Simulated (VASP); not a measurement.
Runs of VASP 6.6.1 on Re. The structure is that of space group Fd-3m (No. 227), or close to it. The cells are those of the table. This isn't the form of Re at room conditions, which is hcp.

```csv
task,cell,k mesh,gap on the mesh (eV),pressure (GPa)
relaxation of cell and atoms,"relaxed from a = 3.830 Å, angles 60.0°, 2 atoms",10 × 10 × 10,none,0.0
single point,"a = 3.903 Å, angles 60.0°, 2 atoms",11 × 11 × 11,none,6.0
single point,"a = 4.008 Å, angles 60.0°, 2 atoms",11 × 11 × 11,none,(a)
single point,"a = 3.956 Å, angles 60.0°, 2 atoms",10 × 10 × 10,none,-2.3
single point,"a = 4.059 Å, angles 60.0°, 2 atoms",11 × 11 × 11,none,-14.6
```

Alike in all rows: level PBEsol; potentials or basis VASP PAW PBE potentials, release 64 (Re_sv_GW); no spin polarisation; cutoff (eV) 560; smearing fermi-dirac 0.1 eV.

Q: Fill in the values left out.

A: (a) -9.1.

Caveats: the PAW data sets were made with another functional, which shifts forces and pressure a little; spin-orbit coupling is left out, which moves the levels of the heavy elements; the cell stands under tension (at least some runs); the cell stands under pressure (at least some runs).

A k mesh can miss the band edges, and the runs leave out spin-orbit coupling on Re.

A gap of «none» marks levels without a gap at the run's occupations.
